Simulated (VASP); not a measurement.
Input of a VASP 6.6.1 run:

INCAR

```
PREC = Accurate
ENCUT = 520
EDIFF = 1E-6
ISMEAR = 0
SIGMA = 0.1
LREAL = F
LASPH = T
NELM = 100
ALGO = Fast
ISIF = 2
LWAVE = F
LCHARG = F
GGA = PE
NBANDS = 38
```

File KPOINTS:

```
Automatic mesh
0
Gamma
  6 6 2
```

File POSCAR:

```
HPb2
1.0
    3.7108921504      0.0000000000      0.0000000000
    0.0000000000      3.7108921504      0.0000000000
    0.0000000000      0.0000000000     10.7014106066
H Pb
2 4
Direct
    0.0000000000      0.0000000000      0.0000000000
    0.5000000000      0.5000000000      0.5000000000
    0.0000000000      0.5000000000      0.1250000000
    0.0000000000      0.5000000000      0.6250000000
    0.5000000000      0.0000000000      0.3750000000
    0.5000000000      0.0000000000      0.8750000000
```

Potentials or basis: VASP PAW PBE potentials, release 64 (H, Pb_d).

Launch:

```sh
$ cat potpaw_PBE.64/H/POTCAR potpaw_PBE.64/Pb_d/POTCAR > POTCAR
$ mpirun -np 1 vasp_std > vasp.out
```

(1) Estimate the largest force.

(2) Estimate the band gap on the k mesh.

(3) Estimate the pressure.

Answers

(1) 0.295 eV/Å.

(2) zero (bands 29 and 30 overlap by 3.20 eV).

(3) -0.5 GPa.

Caveat: spin-orbit coupling is left out, which moves the levels of the heavy elements.
